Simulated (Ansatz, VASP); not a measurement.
## Li2S in VASP and in Ansatz

```
CELL_PARAMETERS angstrom
0.00000 2.84529 2.84529
2.84529 0.00000 2.84529
2.84529 2.84529 0.00000
ATOMIC_POSITIONS crystal
Li 0.25000 0.25000 0.25000
Li 0.75000 0.75000 0.75000
S 0.00000 0.00000 0.00000
```

Alike in both runs: task single point; functional HF; k mesh 6 × 6 × 6; no spin polarisation.

|  | VASP | Ansatz |
| --- | --- | --- |
| version | VASP 6.6.1 | Ansatz 0.2.0 |
| potentials or method | VASP PAW PBE potentials, release 64 (Li_sv, S) | plane waves, PAW |
| plane-wave cutoff (eV) | 650 | 420 |
| occupations | gaussian, width 0.01 eV | fixed |
| valence electrons in the cell | 12 | 12 |

Ansatz gave:

| Property | Result |
| --- | --- |
| gap on the k mesh at the Fermi level (eV) | 10.46 |
| pressure (GPa) | 2.6 |

Question: Estimate VASP's values.

Answer: gap on the k mesh at the Fermi level (eV): 10.47; pressure (GPa): 1.9.

VASP's potentials were made for PBE, not for HF. Ansatz's warnings: stress exchange threshold loose, stress scf threshold loose.
